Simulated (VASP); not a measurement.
Write the native input for VASP 6.6.1 that does the following.

* Task: single point
* Functional: PBE
* Potentials or basis: VASP PAW PBE potentials, release 64 (Zr_sv, H)
* Cutoff: 520 eV
* k mesh: 6 × 6 × 4
* Occupations: gaussian, width 0.1 eV
* Spin: no spin polarisation
* Dipole correction: no
* Further INCAR settings: ALGO = Normal; EDIFF = 1e-06; NBANDS = 16

The structure of ZrH4 lies in POSCAR:

```
ZrH4
1.0
    3.0330548848      0.0000000000      0.0000000000
    0.0000000000      2.8385783007      0.0000000000
    0.0000000000      0.0000000000      5.7090691257
Zr H
1 4
Direct
    0.0000000000      0.0000000000      0.0000000000
    0.0000000000      0.5000000000      0.7372982727
    0.5000000000      0.5000000000      0.1707104044
    0.5000000000      0.5000000000      0.8292895956
    0.0000000000      0.5000000000      0.2627017273
```

The input as run:

INCAR

```
SYSTEM = ZrH4
PREC = Accurate
ENCUT = 520
EDIFF = 1E-6
ISMEAR = 0
SIGMA = 0.1
LREAL = .False.
LASPH = .True.
NELM = 100
ALGO = Normal
ISIF = 2
LWAVE = .False.
LCHARG = .True.
GGA = PE
LELF = .True.
LVHAR = .True.
NBANDS = 16
```

KPOINTS

```
regular mesh
0
Gamma
  6 6 4
  0 0 0
```

Potentials or basis: VASP PAW PBE potentials, release 64 (Zr_sv, H).

Launch:

```sh
$ cat potpaw_PBE.64/Zr_sv/POTCAR potpaw_PBE.64/H/POTCAR > POTCAR
$ mpirun -np 1 vasp_std > vasp.out
```

It gave:

```yaml
Pressure: -0.1 GPa
Largest_force: 0.006 eV/Å
Band_gap_on_the_k_mesh: zero (band 8 reaches 4.58 eV, above the bottom of band 9 at 2.40 eV)
```

Caveat: the k points lie up to 0.37 Å⁻¹ apart.

It took 20 s on 1 thread of AMD EPYC 9R45 96-Core Processor (Zen 5), on a shared host, peak memory 0.15 GiB.
